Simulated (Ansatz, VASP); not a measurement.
## One calculation of SrCu2B2, two programs

```
Cu B Sr
1.0
     0.00000    3.95366    0.00000
     3.95366    0.00000    0.00000
     1.97683    1.97683   -4.70674
Cu B Sr
2 2 1
Direct
  0.75000 0.25000 0.50000
  0.25000 0.75000 0.50000
  0.37900 0.37900 0.24200
  0.62100 0.62100 0.75800
  0.00000 0.00000 0.00000
```

Alike in both runs: task single point; functional PBE; k mesh 9 × 9 × 9; occupations gaussian, width 0.0992 eV; no spin polarisation.

|  | VASP | Ansatz |
| --- | --- | --- |
| version | VASP 6.6.1 | Ansatz 0.2.0 |
| potentials or method | VASP PAW PBE potentials, release 64 (Cu, B, Sr_sv), cutoff 520 eV | PAW plane waves |
| valence electrons in the cell | 38 | 54 |

```tsv
	VASP	Ansatz	Ansatz less VASP
pressure (GPa)	-7.7	-8.2	-0.48
traceless stress, the component that is largest in VASP (GPa)	-0.88	-0.64	+0.245
rms of the force components (eV/Å)	0.001	0.017	+0.0155
```

Atom by atom the forces differ by 0.018 eV/Å (rms over components). VASP's potentials hold 38 valence electrons a cell and Ansatz's 54, so a difference there can come from the potentials and not from the codes.
